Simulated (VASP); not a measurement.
# MgO (Fm-3m) in VASP: further runs

Runs on MgO. Level: PBE. Tasks: single point.

Everything below comes from runs of VASP 6.6.1. Logs are shortened: lines on timing, memory, paths and dates and some standing lists are left out, and cuts for length are marked.

**1. The cell of the first run**

It takes space group Fm-3m (No. 225, cubic). Conventional cell: a = 4.167 Å, b = 4.167 Å, c = 4.167 Å, α = 90.00°, β = 90.00°, γ = 90.00°. Within 2.8 Å of Mg (site symmetry m-3m) lie 6 O at 2.08 Å. Within 2.8 Å of O (site symmetry m-3m) lie 6 Mg at 2.08 Å.

**2. Single point, PBE (volume scaled by 0.94)**

File INCAR:

```
PREC = Accurate
ENCUT = 520
EDIFF = 1E-7
ISMEAR = 0
SIGMA = 0.02
LREAL = F
LASPH = T
NELM = 60
ALGO = Normal
ISIF = 2
LWAVE = F
LCHARG = F
GGA = PE
NBANDS = 11
```

File KPOINTS:

```
regular mesh
0
Gamma
  10 10 10
```

File POSCAR:

```
MgO
1.0
    0.0000000000      2.0834349311      2.0834349311
    2.0834349311      0.0000000000      2.0834349311
    2.0834349311      2.0834349311      0.0000000000
Mg O
1 1
Direct
    0.0000000000      0.0000000000      0.0000000000
    0.5000000000      0.5000000000      0.5000000000
```

Potentials or basis: VASP PAW PBE potentials, release 64 (Mg, O).

Command:

```bash
cat potpaw_PBE.64/Mg/POTCAR potpaw_PBE.64/O/POTCAR > POTCAR
mpirun -np 1 vasp_std > vasp.out
```

OUTCAR:

```text
PREC = Accurate
   ENCUT = 520
   EDIFF = 1E-7
   ISMEAR = 0
   LREAL = F
   LASPH = T
   NELM = 60
   ISIF = 2
   GGA = PE

 ion  position               nearest neighbor table
   1  0.000  0.000  0.000-   2 2.08   2 2.08   2 2.08   2 2.08   2 2.08   2 2.08
   2  0.500  0.500  0.500-   1 2.08   1 2.08   1 2.08   1 2.08   1 2.08   1 2.08

  LATTYP: Found a face centered cubic cell.
 ALAT       =     4.1668698622

  Lattice vectors:

 A1 = (   0.0000000000,   2.0834349311,   2.0834349311)
 A2 = (   2.0834349311,   0.0000000000,   2.0834349311)
 A3 = (   2.0834349311,   2.0834349311,   0.0000000000)

Analysis of symmetry for initial positions (statically):
=====================================================================
 Subroutine PRICEL returns:
 Original cell was already a primitive cell.

 Routine SETGRP: Setting up the symmetry group for a
 face centered cubic supercell.

 Subroutine GETGRP returns: Found 48 space group operations
 (whereof 48 operations were pure point group operations)
 out of a pool of 48 trial point group operations.

The static configuration has the point symmetry O_h .

Analysis of symmetry for dynamics (positions and initial velocities):
=====================================================================
 Subroutine PRICEL returns:
 Original cell was already a primitive cell.

 Routine SETGRP: Setting up the symmetry group for a
 face centered cubic supercell.

 Subroutine GETGRP returns: Found 48 space group operations
 (whereof 48 operations were pure point group operations)
 out of a pool of 48 trial point group operations.

The dynamic configuration has the point symmetry O_h .

 Subroutine INISYM returns: Found 48 space group operations
 (whereof 48 operations are pure point group operations),
 and found     1 'primitive' translations

----------------------------------------------------------------------------------------

                                     Primitive cell

  volume of cell :      18.0871

  direct lattice vectors                    reciprocal lattice vectors
     0.000000000  2.083434931  2.083434931    -0.239988297  0.239988297  0.239988297
     2.083434931  0.000000000  2.083434931     0.239988297 -0.239988297  0.239988297
     2.083434931  2.083434931  0.000000000     0.239988297  0.239988297 -0.239988297

  length of vectors
     2.946421936  2.946421936  2.946421936     0.415671923  0.415671923  0.415671923

  position of ions in fractional coordinates (direct lattice)
     0.000000000  0.000000000  0.000000000
     0.500000000  0.500000000  0.500000000

  ion indices of the primitive-cell ions
   primitive index   ion index
                 1           1
                 2           2

----------------------------------------------------------------------------------------

 KPOINTS: regular mesh

Automatic generation of k-mesh.
 Grid dimensions read from file:
 generate k-points for:   10   10   10

 Generating k-lattice:

  Cartesian coordinates                     Fractional coordinates (reciprocal lattice)
    -0.023998830  0.023998830  0.023998830     0.100000000  0.000000000  0.000000000
     0.023998830 -0.023998830  0.023998830     0.000000000  0.100000000  0.000000000
     0.023998830  0.023998830 -0.023998830     0.000000000  0.000000000  0.100000000

  Length of vectors
     0.041567192  0.041567192  0.041567192

  Shift w.r.t. Gamma in fractional coordinates (k-lattice)
     0.000000000  0.000000000  0.000000000

 Subroutine IBZKPT returns following result:
 ===========================================

 Found     47 irreducible k-points:

 Following reciprocal coordinates:
            Coordinates               Weight
  0.000000  0.000000  0.000000      1.000000
  0.100000  0.000000  0.000000      8.000000
  0.200000  0.000000  0.000000      8.000000
  0.300000  0.000000  0.000000      8.000000
  0.400000  0.000000  0.000000      8.000000
  0.500000  0.000000  0.000000      4.000000
[... 16 lines left out ...]
  0.300000  0.300000  0.000000      6.000000
  0.400000  0.300000  0.000000     24.000000
 [... further k-points ...]
   k-points           NKPTS =     47   k-points in BZ     NKDIM =     47   number of bands    NBANDS=     11
   number of dos      NEDOS =    301   number of ions     NIONS =      2
   total plane-waves  NPLWV =  13824
   dimension x,y,z NGX =    24 NGY =   24 NGZ =   24
   dimension x,y,z NGXF=    48 NGYF=   48 NGZF=   48
   ions per type =               1   1
   NGX,Y,Z   is equivalent  to a cutoff of  13.54, 13.54, 13.54 a.u.
   NGXF,Y,Z  is equivalent  to a cutoff of  27.08, 27.08, 27.08 a.u.
 SYSTEM =  unknown system
   PREC   = accura    normal or accurate (medium, high low for compatibility)
   ISTART =      0    job   : 0-new  1-cont  2-samecut
   ICHARG =      2    charge: 1-file 2-atom 10-const
   ISPIN  =      1    spin polarized calculation?
   LNONCOLLINEAR =      F non collinear calculations
   LSORBIT =      F    spin-orbit coupling
   LASPH  =      T    aspherical Exc in radial PAW
   ENCUT  =  520.0 eV  38.22 Ry    6.18 a.u.   5.48  5.48  5.48*2*pi/ulx,y,z
   NELM   =     60;   NELMIN=  2; NELMDL= -5     # of ELM steps
   EDIFF  = 0.1E-06   stopping-criterion for ELM
   LREAL  =      F    real-space projection
   EDIFFG = 0.1E-05   stopping-criterion for IOM
   NSW    =      0    number of steps for IOM
   IBRION =     -1    ionic relax: 0-MD 1-quasi-New 2-CG
   NFREE  =      0    steps in history (QN), initial steepest desc. (CG)
   ISIF   =      2    stress and relaxation
   ISYM   =      2    0-nonsym 1-usesym 2-fastsym
   POTIM  = 0.5000    time-step for ionic-motion
   TEBEG  =    0.0;   TEEND  =   0.0 temperature during run
   PSTRESS=    0.0 pullay stress
   NELECT =       8.0000    total number of electrons
   NUPDOWN=      -1.0000    fix difference up-down
   EMIN   =  10.00;   EMAX   =-10.00  energy-range for DOS
   EFERMI =   0.00;   METHOD = LEGACY
   ISMEAR =     0;   SIGMA  =   0.02  broadening in eV -4-tet -1-fermi 0-gaus
   EFERMI_NEDOS =   21; number of points for ismear=-14 and -15
   IALGO  =     38    algorithm
   IMIX   =      4    mixing-type and parameters
     AMIX     =   0.40;   BMIX     =  1.00
     AMIX_MAG =   1.60;   BMIX_MAG =  1.00
  volume/ion in A,a.u.               =       9.04        61.03
  Fermi-wavevector in a.u.,A,eV,Ry     =   1.247331  2.357113 21.168399  1.555833
  Thomas-Fermi vector in A             =   2.381468
   LORBIT       =      0    0 simple, 1 ext, 2 COOP (PROOUT), +10 PAW based schemes
   GGA     = PE    functional components
   LHFCALC =     F    Hartree Fock is set to
   AEXX    =    0.0000 exact exchange contribution
   IVDW    =     0    specifies the selected vdW correction
   LEPSILON=     F    determine dielectric tensor
   LRPA    =     F    only Hartree local field effects (RPA)
 non-spin polarized calculation
 Gauss-broadening in eV      SIGMA  =   0.02
  energy-cutoff  :      520.00
  volume of cell :       18.09
 maximum number of plane-waves:       531
 NGX is ok and might be reduce to    24
   NGX = 11   NGY = 11   NGZ = 11

 number of electron       8.0000001 magnetization

 Free energy of the ion-electron system (eV)
  ---------------------------------------------------
  ext. energy  EPLUGINS =         0.00000000
  ---------------------------------------------------
  free energy    TOTEN  =       -11.87953838 eV

  energy without entropy =      -11.87953838  energy(sigma->0) =      -11.87953838

 E-fermi :   3.6345     XC(G=0): -11.2330

 val. band max:        3.4341662138   @ k =   0.0000   0.0000   0.0000
 cond. band min:       8.4821213245   @ k =   0.0000   0.0000   0.0000
 fundamental gap:      5.0479551107
 Fermi energy:         3.6345402368

 k-point     1 :       0.0000    0.0000    0.0000
  band No.  band energies     occupation
      1     -13.9987      2.00000
      2       3.4342      2.00000
      3       3.4342      2.00000
      4       3.4342      2.00000
      5       8.4821      0.00000
      6      19.4170      0.00000
      7      19.4170      0.00000
      8      19.4170      0.00000
      9      23.4200      0.00000
     10      25.2325      0.00000
     11      25.2325      0.00000

 k-point     2 :       0.1000    0.0000    0.0000
  band No.  band energies     occupation
      1     -13.8867      2.00000
      2       2.7761      2.00000
      3       3.3627      2.00000
      4       3.3627      2.00000
      5       9.1073      0.00000
      6      18.1584      0.00000
      7      19.6694      0.00000
      8      19.6694      0.00000
      9      24.5507      0.00000
     10      24.5507      0.00000
     11      25.1377      0.00000

 k-point     3 :       0.2000    0.0000    0.0000
  band No.  band energies     occupation
      1     -13.5786      2.00000
      2       1.4229      2.00000
      3       3.1817      2.00000
      4       3.1817      2.00000
      5      10.2991      0.00000
      6      16.6563      0.00000
      7      20.1951      0.00000
      8      20.1951      0.00000
      9      23.8713      0.00000
     10      23.8713      0.00000
     11      26.2246      0.00000

 k-point     4 :       0.3000    0.0000    0.0000
  band No.  band energies     occupation
      1     -13.1615      2.00000
      2       0.0546      2.00000
      3       2.9691      2.00000
      4       2.9691      2.00000
      5      11.2020      0.00000
      6      16.0333      0.00000
      7      20.3712      0.00000
      8      20.3712      0.00000
      9      24.3109      0.00000
     10      24.3109      0.00000
     11      25.6193      0.00000

 k-point     5 :       0.4000    0.0000    0.0000
  band No.  band energies     occupation
      1     -12.7856      2.00000
      2      -0.9520      2.00000
      3       2.8051      2.00000
      4       2.8051      2.00000
      5      11.5081      0.00000
      6      16.2100      0.00000
      7      20.1870      0.00000
      8      20.1870      0.00000
      9      25.0356      0.00000
     10      25.5932      0.00000
     11      25.5932      0.00000
[... 211 lines left out ...]
 k-point    21 :      -0.3000    0.2000    0.0000
  band No.  band energies     occupation
      1     -12.7037      2.00000
      2      -0.3429      2.00000
      3       1.5601      2.00000
      4       2.7456      2.00000
      5      12.9845      0.00000
      6      15.6052      0.00000
      7      18.0041      0.00000
      8      21.1571      0.00000
      9      24.0074      0.00000
     10      24.9331      0.00000
     11      29.0801      0.00000

 k-point    22 :      -0.2000    0.2000    0.0000
  band No.  band energies     occupation
      1     -13.0380      2.00000
      2       0.2587      2.00000
      3       2.0463      2.00000
      4       2.9631      2.00000
      5      12.1996      0.00000
      6      15.5183      0.00000
      7      18.9163      0.00000
      8      21.6255      0.00000
      9      22.1541      0.00000
     10      25.1855      0.00000
     11      28.8524      0.00000

 k-point    23 :       0.3000    0.3000    0.0000
  band No.  band energies     occupation
      1     -12.9487      2.00000
      2       0.1966      2.00000
      3       2.4636      2.00000
      4       2.4636      2.00000
      5      12.6345      0.00000
      6      13.9331      0.00000
      7      18.2263      0.00000
      8      21.7690      0.00000
      9      21.7690      0.00000
     10      27.9459      0.00000
     11      31.4894      0.00000

 k-point    24 :       0.4000    0.3000    0.0000
  band No.  band energies     occupation
      1     -12.6851      2.00000
      2      -0.2476      2.00000
      3       2.0840      2.00000
      4       2.3109      2.00000
      5      13.2975      0.00000
      6      13.7521      0.00000
      7      17.3867      0.00000
      8      22.0440      0.00000
      9      22.2566      0.00000
     10      28.7238      0.00000
     11      31.0734      0.00000

 [... further k-points ...]
[... 5 lines left out ...]
  --------------------------------------------------------------------------------------
  -------------------------------------------------------------------------------------
  Total        1.1044318      1.1044318      1.1044318      0.0000000      0.0000000      0.0000000
  in kB       97.8317191     97.8317191     97.8317191      0.0000000      0.0000000      0.0000000
  external PRESSURE =      97.8317191 kB  Pullay stress =       0.0000000 kB

 VOLUME and BASIS-vectors are now :
 -----------------------------------------------------------------------------
  energy-cutoff  :      520.00
  volume of cell :       18.09
      direct lattice vectors                 reciprocal lattice vectors
     0.000000000  2.083434931  2.083434931    -0.239988297  0.239988297  0.239988297
     2.083434931  0.000000000  2.083434931     0.239988297 -0.239988297  0.239988297
     2.083434931  2.083434931  0.000000000     0.239988297  0.239988297 -0.239988297

 POSITION                                       TOTAL-FORCE (eV/Angst)
 -----------------------------------------------------------------------------------
      0.00000      0.00000      0.00000         0.000000     -0.000000      0.000000
      2.08343      2.08343      2.08343        -0.000000      0.000000     -0.000000
 -----------------------------------------------------------------------------------
    total drift:                               -0.000000     -0.000000      0.000000

  FREE ENERGIE OF THE ION-ELECTRON SYSTEM (eV)
  ---------------------------------------------------
  free  energy   TOTEN  =       -11.8795383750 eV

  energy  without entropy=      -11.8795383750  energy(sigma->0) =      -11.87953838
```

Wall time 4.5 s (1 thread of Intel Xeon 6975P-C (Granite Rapids), shared host); peak memory 0.14 GiB.

What came out:

```yaml
Free_energy: -11.8795 eV
Pressure: 9.8 GPa
Band_gap_on_the_k_mesh: 5.05 eV, direct
```

Levels at points of the mesh, in eV from the valence-band top:
| k point | band 1 | band 2 | band 3 | band 4 | band 5 | band 6 | band 7 | band 8 | band 9 |
| --- | --- | --- | --- | --- | --- | --- | --- | --- | --- |
| (0.00, 0.00, 0.00) | -17.43 | 0.00 | 0.00 | 0.00 | 5.05 | 15.98 | 15.98 | 15.98 | 19.99 |
| (0.50, 0.00, 0.00) | -16.06 | -4.76 | -0.69 | -0.69 | 8.10 | 12.98 | 16.65 | 16.65 | 21.39 |
| (0.50, 0.50, 0.00) | -15.80 | -4.22 | -1.39 | -1.39 | 9.16 | 10.33 | 13.45 | 19.47 | 19.47 |

(Continued in part 2 of 2.)
